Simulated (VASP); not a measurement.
# CaTiBr6 in VASP: single point with r2SCAN+rVV10

Aim: the single point of CaTiBr6 with r2SCAN+rVV10.

All numbers are computed with VASP 6.6.1; they aren't measurements. Logs are shortened: lines on timing, memory, paths and dates and some standing lists are left out, and cuts for length are marked.

### Step 1. The cell of the first run

The typed cell holds 8 atoms: a = 5.804 Å, b = 5.804 Å, c = 9.945 Å, α = 90.00°, β = 90.00°, γ = 94.33°.

### Step 2. Single point, r2SCAN+rVV10

The input, POSCAR:

```
CaTiBr6
1.0
    3.9456689378     -4.2559757968      0.0004389267
    3.9456689378      4.2559757968      0.0004389267
   -0.0002916515      0.0000000000      9.9448656904
Ca Ti Br
1 1 6
Direct
    1.0421227324      1.0421227324      0.7417397909
    0.0659801827      0.0659801827      0.2417515527
    0.4552959811      0.0259626113      0.2417525900
    0.0259626113      0.4552959811      0.2417525900
    0.5355294978      1.0396999184      0.7417484856
    1.0396999184      0.5355294978      0.7417484856
   -0.0823132019     -0.0823132019      0.4473708195
   -0.0822767317     -0.0822767317      1.0361366657
```

The input, INCAR.step1:

```
  PREC = Accurate
  ENCUT = 520
  ISMEAR = -1
  SIGMA = 0.03
  LREAL = F
  LASPH = T
  NELM = 100
  NBANDS = 42
  GGA = PE
  ALGO = Normal
  EDIFF = 1E-4
  LWAVE = T
  LCHARG = F
```

The input, INCAR.step2:

```
  PREC = Accurate
  ENCUT = 520
  EDIFF = 1E-6
  ISMEAR = -1
  SIGMA = 0.03
  LREAL = F
  LASPH = T
  NELM = 100
  ALGO = Normal
  ISIF = 2
  LWAVE = F
  LCHARG = F
  METAGGA = R2SCAN
  LMIXTAU = T
  LUSE_VDW = T
  IVDW_NL = 2
  BPARAM = 11.95
  CPARAM = 0.0093
  NBANDS = 42
  ISTART = 1
```

The input, KPOINTS:

```
Automatic mesh
0
Gamma
  4 4 2
```

Potentials or basis: VASP PAW PBE potentials, release 64 (Ca_sv, Ti_sv, Br).

On the command line:

```bash
> cat potpaw_PBE.64/Ca_sv/POTCAR potpaw_PBE.64/Ti_sv/POTCAR potpaw_PBE.64/Br/POTCAR > POTCAR
> cp INCAR.step1 INCAR
> mpirun -np 1 vasp_std > vasp.out
> cp INCAR.step2 INCAR
> mpirun -np 1 vasp_std > vasp.out
```

OUTCAR:

```text
PREC = Accurate
   ENCUT = 520
   EDIFF = 1E-6
   ISMEAR = -1
   LREAL = F
   LASPH = T
   NELM = 100
   ISIF = 2
   METAGGA = R2SCAN
   IVDW_NL = 2
   BPARAM = 11.95
   ISTART = 1

 ion  position               nearest neighbor table
   1  0.042  0.042  0.742-   5 2.86   6 2.86   6 2.94   5 2.94
   2  0.066  0.066  0.242-   3 2.29   4 2.29   8 2.36   7 2.36
   3  0.455  0.026  0.242-   2 2.29
   4  0.026  0.455  0.242-   2 2.29
   5  0.536  0.040  0.742-   1 2.86   1 2.94
   6  0.040  0.536  0.742-   1 2.86   1 2.94
   7  0.918  0.918  0.447-   2 2.36
   8  0.918  0.918  0.036-   2 2.36

  LATTYP: Found a base centered monoclinic cell.
 ALAT       =     7.8913379244
 B/A-ratio  =     1.0786449237
 C/A-ratio  =     1.2602255524
 COS(beta)  =    -0.0000819158

  Lattice vectors:

 A1 = (  -3.9456689378,   4.2559757968,  -0.0004389267)
 A2 = (  -3.9456689378,  -4.2559757968,  -0.0004389267)
 A3 = (  -0.0002916515,   0.0000000000,   9.9448656904)

Analysis of symmetry for initial positions (statically):
=====================================================================
 Subroutine PRICEL returns:
 Original cell was already a primitive cell.

 Routine SETGRP: Setting up the symmetry group for a
 base centered monoclinic supercell.

 Subroutine GETGRP returns: Found  2 space group operations
 (whereof  2 operations were pure point group operations)
 out of a pool of  4 trial point group operations.

The static configuration has the point symmetry C_1h.

Analysis of symmetry for dynamics (positions and initial velocities):
=====================================================================
 Subroutine PRICEL returns:
 Original cell was already a primitive cell.

 Routine SETGRP: Setting up the symmetry group for a
 base centered monoclinic supercell.

 Subroutine GETGRP returns: Found  2 space group operations
 (whereof  2 operations were pure point group operations)
 out of a pool of  4 trial point group operations.

The dynamic configuration has the point symmetry C_1h.

 Subroutine INISYM returns: Found  2 space group operations
 (whereof  2 operations are pure point group operations),
 and found     1 'primitive' translations

----------------------------------------------------------------------------------------

                                     Primitive cell

  volume of cell :     334.0017

  direct lattice vectors                    reciprocal lattice vectors
     3.945668938 -4.255975797  0.000438927     0.126721224 -0.117481871  0.000003716
     3.945668938  4.255975797  0.000438927     0.126721224  0.117481871  0.000003716
    -0.000291651  0.000000000  9.944865690    -0.000011186  0.000000000  0.100554399

  length of vectors
     5.803587989  5.803587989  9.944865695     0.172801212  0.172801212  0.100554400

  position of ions in fractional coordinates (direct lattice)
     0.042122732  0.042122732  0.741739791
     0.065980183  0.065980183  0.241751553
     0.455295981  0.025962611  0.241752590
     0.025962611  0.455295981  0.241752590
     0.535529498  0.039699918  0.741748486
     0.039699918  0.535529498  0.741748486
     0.917686798  0.917686798  0.447370820
     0.917723268  0.917723268  0.036136666

  ion indices of the primitive-cell ions
   primitive index   ion index
                 1           1
                 2           2
                 3           3
                 4           4
                 5           5
                 6           6
                 7           7
                 8           8

----------------------------------------------------------------------------------------

 KPOINTS: Automatic mesh

Automatic generation of k-mesh.
 Grid dimensions read from file:
 generate k-points for:    4    4    2

 Generating k-lattice:

  Cartesian coordinates                     Fractional coordinates (reciprocal lattice)
     0.031680306 -0.029370468  0.000000929     0.250000000  0.000000000  0.000000000
     0.031680306  0.029370468  0.000000929     0.000000000  0.250000000  0.000000000
    -0.000005593  0.000000000  0.050277200     0.000000000  0.000000000  0.500000000

  Length of vectors
     0.043200303  0.043200303  0.050277200

  Shift w.r.t. Gamma in fractional coordinates (k-lattice)
     0.000000000  0.000000000  0.000000000

 Subroutine IBZKPT returns following result:
 ===========================================

 Found     14 irreducible k-points:

 Following reciprocal coordinates:
            Coordinates               Weight
  0.000000  0.000000  0.000000      1.000000
  0.250000 -0.000000  0.000000      4.000000
  0.500000 -0.000000  0.000000      2.000000
  0.250000  0.250000  0.000000      2.000000
  0.500000  0.250000  0.000000      4.000000
 -0.250000  0.250000  0.000000      2.000000
  0.500000  0.500000  0.000000      1.000000
  0.000000  0.000000  0.500000      1.000000
  0.250000 -0.000000  0.500000      4.000000
  0.500000 -0.000000  0.500000      2.000000
  0.250000  0.250000  0.500000      2.000000
  0.500000  0.250000  0.500000      4.000000
 -0.250000  0.250000  0.500000      2.000000
  0.500000  0.500000  0.500000      1.000000
   k-points           NKPTS =     14   k-points in BZ     NKDIM =     14   number of bands    NBANDS=     42
   number of dos      NEDOS =    301   number of ions     NIONS =      8
   total plane-waves  NPLWV = 184320
   dimension x,y,z NGX =    48 NGY =   48 NGZ =   80
   dimension x,y,z NGXF=    96 NGYF=   96 NGZF=  160
   ions per type =               1   1   6
   NGX,Y,Z   is equivalent  to a cutoff of  13.75, 13.75, 13.37 a.u.
   NGXF,Y,Z  is equivalent  to a cutoff of  27.50, 27.50, 26.75 a.u.
 SYSTEM =  unknown system
   PREC   = accura    normal or accurate (medium, high low for compatibility)
   ISTART =      1    job   : 0-new  1-cont  2-samecut
   ICHARG =      0    charge: 1-file 2-atom 10-const
   ISPIN  =      1    spin polarized calculation?
   LNONCOLLINEAR =      F non collinear calculations
   LSORBIT =      F    spin-orbit coupling
   LASPH  =      T    aspherical Exc in radial PAW
   ENCUT  =  520.0 eV  38.22 Ry    6.18 a.u.  10.79 10.79 18.49*2*pi/ulx,y,z
   NELM   =    100;   NELMIN=  2; NELMDL=  0     # of ELM steps
   EDIFF  = 0.1E-05   stopping-criterion for ELM
   LREAL  =      F    real-space projection
   EDIFFG = 0.1E-04   stopping-criterion for IOM
   NSW    =      0    number of steps for IOM
   IBRION =     -1    ionic relax: 0-MD 1-quasi-New 2-CG
   NFREE  =      0    steps in history (QN), initial steepest desc. (CG)
   ISIF   =      2    stress and relaxation
   ISYM   =      2    0-nonsym 1-usesym 2-fastsym
   POTIM  = 0.5000    time-step for ionic-motion
   TEBEG  =    0.0;   TEEND  =   0.0 temperature during run
   PSTRESS=    0.0 pullay stress
   NELECT =      64.0000    total number of electrons
   NUPDOWN=      -1.0000    fix difference up-down
   EMIN   =  10.00;   EMAX   =-10.00  energy-range for DOS
   EFERMI =   0.00;   METHOD = LEGACY
   ISMEAR =    -1;   SIGMA  =   0.03  broadening in eV -4-tet -1-fermi 0-gaus
   EFERMI_NEDOS =   21; number of points for ismear=-14 and -15
   IALGO  =     38    algorithm
   IMIX   =      4    mixing-type and parameters
     AMIX     =   0.40;   BMIX     =  1.00
     AMIX_MAG =   1.60;   BMIX_MAG =  1.00
  volume/ion in A,a.u.               =      41.75       281.74
  Fermi-wavevector in a.u.,A,eV,Ry     =   0.943811  1.783545 12.119799  0.890780
  Thomas-Fermi vector in A             =   2.071555
   LORBIT       =      0    0 simple, 1 ext, 2 COOP (PROOUT), +10 PAW based schemes
   METAGGA = R2SCAN    functional components
   LHFCALC =     F    Hartree Fock is set to
   AEXX    =    0.0000 exact exchange contribution
   IVDW_NL    =     2    kernel type
   BPARAM     =11.9500
   IVDW    =     0    specifies the selected vdW correction
   LEPSILON=     F    determine dielectric tensor
   LRPA    =     F    only Hartree local field effects (RPA)
 non-spin polarized calculation
  energy-cutoff  :      520.00
  volume of cell :      334.00
 maximum number of plane-waves:      9025
 NGX is ok and might be reduce to    48
   NGX = 21   NGY = 21   NGZ = 37

 number of electron      64.0000002 magnetization

 Free energy of the ion-electron system (eV)
  ---------------------------------------------------
  ext. energy  EPLUGINS =         0.00000000
  ---------------------------------------------------
  free energy    TOTEN  =      -109.68438950 eV

  energy without entropy =     -109.68438738  energy(sigma->0) =     -109.68438844

 E-fermi :  -0.5345     XC(G=0):  -7.1462

 val. band max:       -0.8566582365   @ k =   0.5000   0.5000   0.0000
 cond. band min:      -0.1647114595   @ k =   0.5000   0.5000   0.0000
 fundamental gap:      0.6919467770
 Fermi energy:        -0.5344703074

 k-point     1 :       0.0000    0.0000    0.0000
  band No.  band energies     occupation
      1     -61.7413      2.00000
      2     -42.7154      2.00000
      3     -36.9939      2.00000
      4     -36.9626      2.00000
      5     -36.9095      2.00000
      6     -22.9449      2.00000
[... 34 lines left out ...]
     41       4.0549      0.00000
     42       4.6964      0.00000

 k-point     2 :       0.2500   -0.0000    0.0000
  band No.  band energies     occupation
      1     -61.7413      2.00000
      2     -42.7154      2.00000
      3     -36.9939      2.00000
      4     -36.9627      2.00000
      5     -36.9095      2.00000
      6     -22.9448      2.00000
[... 34 lines left out ...]
     41       4.3194      0.00000
     42       4.7235      0.00000

 k-point     3 :       0.5000   -0.0000    0.0000
  band No.  band energies     occupation
      1     -61.7413      2.00000
      2     -42.7154      2.00000
      3     -36.9940      2.00000
      4     -36.9628      2.00000
      5     -36.9095      2.00000
      6     -22.9447      2.00000
[... 447 lines left out ...]
      4     -36.9628      2.00000
      5     -36.9095      2.00000
      6     -22.9447      2.00000
[... 34 lines left out ...]
     41       4.5907      0.00000
     42       4.7941      0.00000

 k-point    14 :       0.5000    0.5000    0.5000
  band No.  band energies     occupation
      1     -61.7413      2.00000
      2     -42.7153      2.00000
      3     -36.9941      2.00000
      4     -36.9629      2.00000
      5     -36.9095      2.00000
      6     -22.9446      2.00000
[... 34 lines left out ...]
     41       5.2169      0.00000
     42       5.2646      0.00000

------------------------ aborting loop because EDIFF is reached ----------------------------------------

  FORCE on cell =-STRESS in cart. coord.  units (eV):
  Direction    XX          YY          ZZ          XY          YZ          ZX
  --------------------------------------------------------------------------------------
  -------------------------------------------------------------------------------------
  Total        0.1873197      0.2280351      0.0988237      0.0000000      0.0000000     -0.0003695
  in kB        0.8985565      1.0938646      0.4740485      0.0000000      0.0000000     -0.0017726
  external PRESSURE =       0.8221566 kB  Pullay stress =       0.0000000 kB

 VOLUME and BASIS-vectors are now :
 -----------------------------------------------------------------------------
  energy-cutoff  :      520.00
  volume of cell :      334.00
      direct lattice vectors                 reciprocal lattice vectors
     3.945668938 -4.255975797  0.000438927     0.126721224 -0.117481871  0.000003716
     3.945668938  4.255975797  0.000438927     0.126721224  0.117481871  0.000003716
    -0.000291651  0.000000000  9.944865690    -0.000011186  0.000000000  0.100554399

 POSITION                                       TOTAL-FORCE (eV/Angst)
 -----------------------------------------------------------------------------------
      0.33219      0.00000      7.37654         0.000042      0.000000      0.000354
      0.52060      0.00000      2.40424        -0.007856      0.000000      0.000299
      1.89882     -1.82723      2.40441         0.009753     -0.016275      0.000208
      1.89882      1.82723      2.40441         0.009753      0.016275      0.000208
      2.26945     -2.11024      7.37684         0.003944     -0.000834      0.000237
      2.26945      2.11024      7.37684         0.003944      0.000834      0.000237
      7.24165      0.00000      4.44985        -0.009862      0.000000      0.011561
      7.24205      0.00000      0.36018        -0.009719      0.000000     -0.013105
 -----------------------------------------------------------------------------------
    total drift:                                0.000178      0.000000      0.002069

  FREE ENERGIE OF THE ION-ELECTRON SYSTEM (eV)
  ---------------------------------------------------
  free  energy   TOTEN  =      -109.6843895044 eV

  energy  without entropy=     -109.6843873788  energy(sigma->0) =     -109.68438844
```

Run time: 40 min. Hardware: 1 thread of Intel Xeon 8259CL, shared host; peak memory 1.2 GiB.

Results:

* Free energy: -109.6844 eV
* Pressure: 0.1 GPa
* Largest force: 0.019 eV/Å
* Band gap on the k mesh: 0.69 eV

Forces on the atoms (eV/Å):
```
Ca   0.000  0.000  0.000
Ti  -0.008  0.000  0.000
Br   0.010 -0.016  0.000
Br   0.010  0.016  0.000
Br   0.004 -0.001  0.000
Br   0.004  0.001  0.000
Br  -0.010  0.000  0.012
Br  -0.010  0.000 -0.013
```

Levels at points of the mesh, in eV from the valence-band top:
```tsv
k point	band 30	band 31	band 32	band 33	band 34	band 35
(0.00, 0.00, 0.00)	-0.73	-0.67	-0.27	0.75	1.05	1.16
(0.50, 0.00, 0.00)	-0.89	-0.86	-0.81	0.75	0.88	1.15
(0.50, 0.50, 0.00)	-0.96	-0.91	0.00	0.69	0.81	1.21
(0.00, 0.00, 0.50)	-0.74	-0.67	-0.27	0.78	1.07	1.16
(0.50, 0.00, 0.50)	-0.91	-0.86	-0.81	0.77	0.87	1.15
(0.50, 0.50, 0.50)	-0.95	-0.93	0.00	0.71	0.77	1.19
```

Caveat: semilocal functionals underestimate gaps, and a narrow one can read as zero; the PAW data sets were made with another functional, which shifts forces and pressure a little.
